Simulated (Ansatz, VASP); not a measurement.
# IrC: VASP beside Ansatz

```
Ir C
1.0
     0.00000    2.21416    2.21416
     2.21416    0.00000    2.21416
     2.21416    2.21416    0.00000
Ir C
1 1
Direct
  0.00000 0.00000 0.00000
  0.25000 0.25000 0.25000
```

Change from the starting cell: volume scaled by 0.88, LAPW.

Alike in both runs: task single point; functional PBE; k mesh 16 × 16 × 16; occupations fermi-dirac, width 0.08 eV; no spin polarisation.

|  | VASP | Ansatz |
| --- | --- | --- |
| version | VASP 6.6.1 | Ansatz 0.2.0 |
| potentials or method | VASP PAW PBE potentials, release 64 (Ir, C), cutoff 520 eV | all-electron LAPW, scalar-relativistic |

|  | VASP | Ansatz | Ansatz less VASP |
| --- | --- | --- | --- |
| pressure (GPa) | 50.5 | 46.7 | -3.74 |

Both programs put the cell under a high pressure, so it lies far from rest at this level. Ansatz ran all-electron here, and VASP with PAW potentials.

Neither program's run includes spin-orbit coupling.
